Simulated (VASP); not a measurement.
# C (I4_1/amd) in VASP: a series of runs

C is run at these levels: LDA; tasks: single point.

Program: VASP 6.6.1. These are calculated values, not measurements. Logs are shortened: lines on timing, memory, paths and dates and some standing lists are left out, and cuts for length are marked.

### Step 1. The cell of the first run

Symmetry: I4_1/amd, No. 141, tetragonal system. Conventional cell: a = 2.600 Å, b = 2.600 Å, c = 3.259 Å, α = 90.00°, β = 90.00°, γ = 90.00°. Within 2.0 Å of C (site symmetry -4m2) lie 4 C at 1.53 Å.

### Step 2. Single point, LDA (5.51 Å³/atom)

Input file INCAR:

```
  PREC = Accurate
  ENCUT = 1300
  EDIFF = 1E-6
  ISMEAR = 0
  SIGMA = 0.05
  LREAL = F
  LASPH = T
  NELM = 120
  ALGO = Normal
  ISIF = 2
  LWAVE = F
  LCHARG = F
  GGA = CA
  NBANDS = 11
  GGA_COMPAT = F
```

Input file KPOINTS:

```
regular mesh
0
Gamma
  12 12 12
```

Input file POSCAR:

```
C
1.0
    0.0000000000      1.8381921668      1.6293735366
    1.8381921668      0.0000000000      1.6293735366
    1.8381921668      1.8381921668      0.0000000000
C
2
Direct
    0.5000000000      0.5000000000      0.5000000000
    0.7500000000      0.7500000000      0.7500000000
```

Potentials or basis: VASP PAW LDA potentials, release 64 (C_h).

On the command line:

```console
$ cat potpaw_LDA.64/C_h/POTCAR > POTCAR
$ mpirun -np 1 vasp_std > vasp.out
```

OUTCAR:

```text
PREC = Accurate
   ENCUT = 1300
   EDIFF = 1E-6
   ISMEAR = 0
   LREAL = F
   LASPH = T
   NELM = 120
   ISIF = 2
   GGA = CA

 ion  position               nearest neighbor table
   1  0.500  0.500  0.500-
   2  0.750  0.750  0.750-

  LATTYP: Found a body centered tetragonal cell.
 ALAT       =     2.5995962925
 C/A-ratio  =     1.2535589016

  Lattice vectors:

 A1 = (   0.0000000000,  -1.8381921668,  -1.6293735366)
 A2 = (   0.0000000000,   1.8381921668,  -1.6293735366)
 A3 = (   1.8381921668,   0.0000000000,   1.6293735366)

Analysis of symmetry for initial positions (statically):
=====================================================================
 Subroutine PRICEL returns:
 Original cell was already a primitive cell.

 Routine SETGRP: Setting up the symmetry group for a
 body centered tetragonal supercell.

 Subroutine GETGRP returns: Found 16 space group operations
 (whereof  8 operations were pure point group operations)
 out of a pool of 16 trial point group operations.

The static configuration has the point symmetry D_2d.
 The point group associated with its full space group is D_4h.

Analysis of symmetry for dynamics (positions and initial velocities):
=====================================================================
 Subroutine PRICEL returns:
 Original cell was already a primitive cell.

 Routine SETGRP: Setting up the symmetry group for a
 body centered tetragonal supercell.

 Subroutine GETGRP returns: Found 16 space group operations
 (whereof  8 operations were pure point group operations)
 out of a pool of 16 trial point group operations.

The dynamic configuration has the point symmetry D_2d.
 The point group associated with its full space group is D_4h.

 Subroutine INISYM returns: Found 16 space group operations
 (whereof  8 operations are pure point group operations),
 and found     1 'primitive' translations

----------------------------------------------------------------------------------------

                                     Primitive cell

  volume of cell :      11.0111

  direct lattice vectors                    reciprocal lattice vectors
     0.000000000  1.838192167  1.629373537    -0.272006382  0.272006382  0.306866405
     1.838192167  0.000000000  1.629373537     0.272006382 -0.272006382  0.306866405
     1.838192167  1.838192167  0.000000000     0.272006382  0.272006382 -0.306866405

  length of vectors
[... 89 lines left out ...]
   ISYM   =      2    0-nonsym 1-usesym 2-fastsym
   POTIM  = 0.5000    time-step for ionic-motion
   TEBEG  =    0.0;   TEEND  =   0.0 temperature during run
   PSTRESS=    0.0 pullay stress
   NELECT =       8.0000    total number of electrons
   NUPDOWN=      -1.0000    fix difference up-down
   EMIN   =  10.00;   EMAX   =-10.00  energy-range for DOS
   EFERMI =   0.00;   METHOD = LEGACY
   ISMEAR =     0;   SIGMA  =   0.05  broadening in eV -4-tet -1-fermi 0-gaus
   EFERMI_NEDOS =   21; number of points for ismear=-14 and -15
   IALGO  =     38    algorithm
   IMIX   =      4    mixing-type and parameters
     AMIX     =   0.40;   BMIX     =  1.00
     AMIX_MAG =   1.60;   BMIX_MAG =  1.00
  volume/ion in A,a.u.               =       5.51        37.15
  Fermi-wavevector in a.u.,A,eV,Ry     =   1.471727  2.781161 29.469962  2.165981
  Thomas-Fermi vector in A             =   2.586828
   LORBIT       =      0    0 simple, 1 ext, 2 COOP (PROOUT), +10 PAW based schemes
   GGA     = CA    functional components
   LHFCALC =     F    Hartree Fock is set to
   AEXX    =    0.0000 exact exchange contribution
   IVDW    =     0    specifies the selected vdW correction
   LEPSILON=     F    determine dielectric tensor
   LRPA    =     F    only Hartree local field effects (RPA)
 non-spin polarized calculation
 Gauss-broadening in eV      SIGMA  =   0.05
  energy-cutoff  :     1300.00
  volume of cell :       11.01
 maximum number of plane-waves:      1190
 NGX is ok and might be reduce to    30
   NGX = 15   NGY = 15   NGZ = 15

 number of electron       8.0000000 magnetization

 Free energy of the ion-electron system (eV)
  ---------------------------------------------------
  ext. energy  EPLUGINS =         0.00000000
  ---------------------------------------------------
  free energy    TOTEN  =       -19.97588277 eV

  energy without entropy =      -19.97588277  energy(sigma->0) =      -19.97588277

 E-fermi :  12.7013     XC(G=0): -13.8130

 val. band max:       12.4425039562   @ k =   0.0000   0.0000   0.0000
 cond. band min:      13.6706966176   @ k =   0.4167   0.4167   0.0000
 fundamental gap:      1.2281926614
 Fermi energy:        12.7013235172

 k-point     1 :       0.0000    0.0000    0.0000
  band No.  band energies     occupation
      1     -10.3581      2.00000
      2      10.8192      2.00000
      3      10.8192      2.00000
      4      12.4425      2.00000
      5      16.1449      0.00000
      6      17.6283      0.00000
      7      17.6283      0.00000
      8      25.4390      0.00000
      9      30.9309      0.00000
     10      35.2195      0.00000
     11      36.9989      0.00000
[... 309 lines left out ...]
 k-point    24 :      -0.4167    0.1667    0.0000
  band No.  band energies     occupation
      1      -4.1640      2.00000
      2      -0.9664      2.00000
      3       6.5883      2.00000
      4       7.0902      2.00000
      5      17.3141      0.00000
      6      21.4819      0.00000
      7      23.9166      0.00000
      8      25.9950      0.00000
      9      30.9006      0.00000
     10      35.8087      0.00000
     11      35.9322      0.00000

 [... further k-points ...]

------------------------ aborting loop because EDIFF is reached ----------------------------------------

  FORCE on cell =-STRESS in cart. coord.  units (eV):
  Direction    XX          YY          ZZ          XY          YZ          ZX
  --------------------------------------------------------------------------------------
  -------------------------------------------------------------------------------------
  Total       -2.2285986     -2.2285986      4.6896405      0.0000000     -0.0000000      0.0000000
  in kB     -324.2723845   -324.2723845    682.3664434      0.0000000     -0.0000000      0.0000000
  external PRESSURE =      11.2738915 kB  Pullay stress =       0.0000000 kB

 VOLUME and BASIS-vectors are now :
 -----------------------------------------------------------------------------
  energy-cutoff  :     1300.00
  volume of cell :       11.01
      direct lattice vectors                 reciprocal lattice vectors
     0.000000000  1.838192167  1.629373537    -0.272006382  0.272006382  0.306866405
     1.838192167  0.000000000  1.629373537     0.272006382 -0.272006382  0.306866405
     1.838192167  1.838192167  0.000000000     0.272006382  0.272006382 -0.306866405

 POSITION                                       TOTAL-FORCE (eV/Angst)
 -----------------------------------------------------------------------------------
      1.83819      1.83819      1.62937        -0.000000     -0.000000      0.000000
      2.75729      2.75729      2.44406         0.000000      0.000000     -0.000000
 -----------------------------------------------------------------------------------
    total drift:                                0.000000     -0.000000     -0.000000

  FREE ENERGIE OF THE ION-ELECTRON SYSTEM (eV)
  ---------------------------------------------------
  free  energy   TOTEN  =       -19.9758827722 eV

  energy  without entropy=      -19.9758827722  energy(sigma->0) =      -19.97588277
```

stdout:

```text
POSCAR found type information on POSCAR C
 POSCAR found :  1 types and       2 ions
 scaLAPACK will be used
 LDA part: xc-table for (Slater(with rela. corr.)+CA(PZ))
 , standard interpolation
 POSCAR, INCAR and KPOINTS ok, starting setup
 FFT: planning ... GRIDC
 FFT: planning ... GRID_SOFT
 FFT: planning ... GRID
 WAVECAR not read
 entering main loop
```

It took 45 s on 1 thread of Intel Xeon Platinum 8259CL at 2.50GHz (Skylake/Cascade Lake), shared host; peak memory 0.18 GiB.

Results:

- Free energy: -19.9759 eV
- Pressure: 1.1 GPa
- Band gap on the k mesh: 1.23 eV (least direct gap 3.70 eV)

Levels at points of the mesh, in eV from the valence-band top:
| k point | band 1 | band 2 | band 3 | band 4 | band 5 | band 6 | band 7 | band 8 |
| --- | --- | --- | --- | --- | --- | --- | --- | --- |
| (0.00, 0.00, 0.00) | -22.80 | -1.62 | -1.62 | 0.00 | 3.70 | 5.19 | 5.19 | 13.00 |
| (0.50, 0.00, 0.00) | -16.72 | -14.73 | -4.93 | -2.97 | 5.94 | 6.85 | 10.20 | 14.79 |
| (0.50, 0.50, 0.00) | -12.54 | -12.54 | -8.68 | -8.68 | 1.85 | 1.85 | 16.26 | 16.26 |
| (0.50, 0.00, 0.50) | -14.51 | -14.51 | -6.82 | -6.82 | 4.79 | 4.79 | 15.09 | 15.09 |

Caveat: the stress differs along the axes, from -32 to 68 GPa.

(Part 1 of 2 ends here.)
